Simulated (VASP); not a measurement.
# GaN (F-43m) in VASP: settings compared, part 2 of 2

VASP 6.6.1.

### 5 Relaxation of cell and atoms, PBEsol

This run uses another cell than the first one, of 11.44 Å³/atom, 0.974 times its volume.

Input file INCAR:

```
SYSTEM = GaN
PREC = Accurate ; ENCUT = 600
EDIFF = 1E-7 ; ISMEAR = 0
SIGMA = 0.01 ; LREAL = .FALSE.
LASPH = .TRUE. ; NELM = 80
ALGO = Normal ; ISIF = 3
LWAVE = .FALSE. ; LCHARG = .FALSE.
GGA = PS ; IBRION = 2
NSW = 80 ; EDIFFG = -0.05
```

Input file KPOINTS:

```
regular mesh
0
G
  4 4 4
  0 0 0
```

Input file POSCAR:

```
GaN
1.0
    3.1869310000      0.0000000000      0.0000000000
    1.5934655000      2.7599632061      0.0000000000
    1.5934655000      0.9199877354      2.6021182652
Ga N
1 1
Direct
    0.0000000000      0.0000000000      0.0000000000
    0.7500000000      0.7500000000      0.7500000000
```

Potentials or basis: VASP PAW PBE potentials, release 64 (Ga_d, N).

On the command line:

```console
cat potpaw_PBE.64/Ga_d/POTCAR potpaw_PBE.64/N/POTCAR > POTCAR
mpirun -np 1 vasp_std > vasp.out
```

OUTCAR:

```text
SYSTEM = GaN
   PREC = Accurate
   ENCUT = 600
   EDIFF = 1E-7
   ISMEAR = 0
   LREAL = .FALSE.
   LASPH = .TRUE.
   NELM = 80
   ISIF = 3
   GGA = PS
   IBRION = 2
   NSW = 80
   EDIFFG = -0.05

 ion  position               nearest neighbor table
   1  0.000  0.000  0.000-   2 1.95   2 1.95   2 1.95   2 1.95
   2  0.750  0.750  0.750-   1 1.95   1 1.95   1 1.95   1 1.95

  LATTYP: Found a face centered cubic cell.
 ALAT       =     4.5070010425

  Lattice vectors:

 A1 = (   3.1869310000,   0.0000000000,   0.0000000000)
 A2 = (   1.5934655000,   2.7599632061,   0.0000000000)
 A3 = (   1.5934655000,   0.9199877354,   2.6021182652)

Analysis of symmetry for initial positions (statically):
=====================================================================
 Subroutine PRICEL returns:
 Original cell was already a primitive cell.

 Routine SETGRP: Setting up the symmetry group for a
 face centered cubic supercell.

 Subroutine GETGRP returns: Found 24 space group operations
 (whereof 24 operations were pure point group operations)
 out of a pool of 48 trial point group operations.

The static configuration has the point symmetry T_d .

Analysis of symmetry for dynamics (positions and initial velocities):
=====================================================================
 Subroutine PRICEL returns:
 Original cell was already a primitive cell.

 Routine SETGRP: Setting up the symmetry group for a
 face centered cubic supercell.

 Subroutine GETGRP returns: Found 24 space group operations
 (whereof 24 operations were pure point group operations)
 out of a pool of 48 trial point group operations.

The dynamic configuration has the point symmetry T_d .

 Subroutine INISYM returns: Found 24 space group operations
 (whereof 24 operations are pure point group operations),
 and found     1 'primitive' translations

----------------------------------------------------------------------------------------

                                     Primitive cell

  volume of cell :      22.8877

  direct lattice vectors                    reciprocal lattice vectors
[... 86 lines left out ...]
   EFERMI_NEDOS =   21; number of points for ismear=-14 and -15
   IALGO  =     38    algorithm
   IMIX   =      4    mixing-type and parameters
     AMIX     =   0.40;   BMIX     =  1.00
     AMIX_MAG =   1.60;   BMIX_MAG =  1.00
  volume/ion in A,a.u.               =      11.44        77.23
  Fermi-wavevector in a.u.,A,eV,Ry     =   1.511117  2.855596 31.068545  2.283474
  Thomas-Fermi vector in A             =   2.621217
   LORBIT       =      0    0 simple, 1 ext, 2 COOP (PROOUT), +10 PAW based schemes
   GGA     = PS    functional components
   LHFCALC =     F    Hartree Fock is set to
   AEXX    =    0.0000 exact exchange contribution
   IVDW    =     0    specifies the selected vdW correction
   LEPSILON=     F    determine dielectric tensor
   LRPA    =     F    only Hartree local field effects (RPA)
 conjugate gradient relaxation of ions
 non-spin polarized calculation
 Gauss-broadening in eV      SIGMA  =   0.01
  energy-cutoff  :      600.00
  volume of cell :       22.89
 maximum number of plane-waves:       778
 NGX is ok and might be reduce to    28
   NGX = 13   NGY = 13   NGZ = 13

--------------------------------------- Ionic step        1  -------------------------------------------

 number of electron      18.0000005 magnetization

 Free energy of the ion-electron system (eV)
  ---------------------------------------------------
  ext. energy  EPLUGINS =         0.00000000
  ---------------------------------------------------
  free energy    TOTEN  =       -13.05733081 eV

  energy without entropy =      -13.05733081  energy(sigma->0) =      -13.05733081

------------------------ aborting loop because EDIFF is reached ----------------------------------------

  FORCE on cell =-STRESS in cart. coord.  units (eV):
  Direction    XX          YY          ZZ          XY          YZ          ZX
  --------------------------------------------------------------------------------------
  -------------------------------------------------------------------------------------
  Total       -0.2185756     -0.2185756     -0.2185756      0.0000000     -0.0000000     -0.0000000
  in kB      -15.3006299    -15.3006299    -15.3006299      0.0000000     -0.0000000     -0.0000000
  external PRESSURE =     -15.3006299 kB  Pullay stress =       0.0000000 kB
[... 59 lines left out ...]
--------------------------------------- Ionic step        3  -------------------------------------------

 number of electron      18.0000004 magnetization

 Free energy of the ion-electron system (eV)
  ---------------------------------------------------
  ext. energy  EPLUGINS =         0.00000000
  ---------------------------------------------------
  free energy    TOTEN  =       -13.05825315 eV

  energy without entropy =      -13.05825315  energy(sigma->0) =      -13.05825315

 E-fermi :   5.3772     XC(G=0): -11.9375

 val. band max:        5.2895625949   @ k =   0.0000   0.0000   0.0000
 cond. band min:       7.0034319551   @ k =   0.0000   0.0000   0.0000
 fundamental gap:      1.7138693601
 Fermi energy:         5.3771717696

 k-point     1 :       0.0000    0.0000    0.0000
  band No.  band energies     occupation
      1     -10.7294      2.00000
      2      -8.1706      2.00000
      3      -8.1706      2.00000
      4      -8.1706      2.00000
      5      -7.8390      2.00000
      6      -7.8390      2.00000
      7       5.2896      2.00000
      8       5.2896      2.00000
      9       5.2896      2.00000
     10       7.0034      0.00000
     11      15.4995      0.00000
     12      15.4995      0.00000
     13      15.4995      0.00000
[... 139 lines left out ...]
  FREE ENERGIE OF THE ION-ELECTRON SYSTEM (eV)
  ---------------------------------------------------
  free  energy   TOTEN  =       -13.0582531543 eV

  energy  without entropy=      -13.0582531543  energy(sigma->0) =      -13.05825315

 reached required accuracy - stopping structural energy minimisation
```

CONTCAR:

```text
GaN
   1.00000000000000
     3.1780898272503721    0.0000000000000000   -0.0000000000000000
     1.5890449136251861    2.7523065258996433   -0.0000000000000981
     1.5890449136251861    0.9174355086663628    2.5948994778781098
  Ga              N
     1     1
Direct
     0.0000000000000000    0.0000000000000000    0.0000000000000000
     0.7500000000000000    0.7500000000000000    0.7500000000000000

  0.00000000E+00  0.00000000E+00  0.00000000E+00
  0.00000000E+00  0.00000000E+00  0.00000000E+00
```

It took 8 s on 1 thread of AMD EPYC 9R45 (Zen 5), shared host; peak memory 0.13 GiB.

What came out:

```yaml
Free_energy: -13.0583 eV
Relaxed_volume: 11.35 Å³/atom
Relaxed_cell: a = 3.178 Å, b = 3.178 Å, c = 3.178 Å, α = 60.00°, β = 60.00°, γ = 60.00°
Space_group_after_relaxing_to_0.05_Å: F-43m (No. 216)
Energy_gained_by_relaxing: 0.5 meV/atom
Ionic_steps: 3
Pressure_after_relaxing: 0.0 GPa
Band_gap_on_the_k_mesh: 1.71 eV, direct
```

Step by step:
```csv
step,energy change (eV),largest force (eV/Å),pressure (GPa),volume (Å³)
1,0.0000,0.0000,-1.53,22.89
2,-0.0002,0.0000,1.44,22.53
3,-0.0009,0.0000,0.01,22.70
```

Final structure:
```
CELL_PARAMETERS angstrom
3.17809 0.00000 0.00000
1.58904 2.75231 0.00000
1.58904 0.91744 2.59490
ATOMIC_POSITIONS crystal
Ga 0.00000 0.00000 0.00000
N 0.75000 0.75000 0.75000
```

Levels at points of the mesh, in eV from the valence-band top:
| k point | band 5 | band 6 | band 7 | band 8 | band 9 | band 10 | band 11 | band 12 | band 13 |
| --- | --- | --- | --- | --- | --- | --- | --- | --- | --- |
| (0.00, 0.00, 0.00) | -13.13 | -13.13 | 0.00 | 0.00 | 0.00 | 1.71 | 10.21 | 10.21 | 10.21 |
| (0.50, 0.00, 0.00) | -13.08 | -11.86 | -7.20 | -0.99 | -0.99 | 4.59 | 8.66 | 10.26 | 10.26 |
| (0.50, 0.50, 0.00) | -13.05 | -11.43 | -6.24 | -2.78 | -2.78 | 3.18 | 6.57 | 11.62 | 13.94 |

Caveat: the k points lie up to 0.61 Å⁻¹ apart in the final cell; the PAW data sets were made with another functional, which shifts forces and pressure a little.

### 6 Overview

```tsv
task	level	cell	cutoff (eV)	gap on the mesh (eV)	pressure (GPa)	relaxed volume (Å³/atom)
single point	PBE	a = 3.215 Å, angles 60.0°, 2 atoms	520	1.53	0.1	-
single point	PBEsol	a = 3.180 Å, angles 60.0°, 2 atoms	520	1.70	-0.2	-
relaxation of cell and atoms	PBE	relaxed from a = 3.187 Å, angles 60.0°, 2 atoms	600	1.53	0.0	11.75
relaxation of cell and atoms	PBEsol	relaxed from a = 3.187 Å, angles 60.0°, 2 atoms	600	1.71	0.0	11.35
```

Alike in all rows: potentials or basis VASP PAW PBE potentials, release 64 (Ga_d, N); no spin polarisation; k mesh 4 × 4 × 4; smearing gaussian 0.01 eV.

Caveats: all runs use coarse meshes; the PAW data sets were made with another functional, which shifts forces and pressure a little (some runs).

Absolute energies hang on the potentials; compare differences alone.
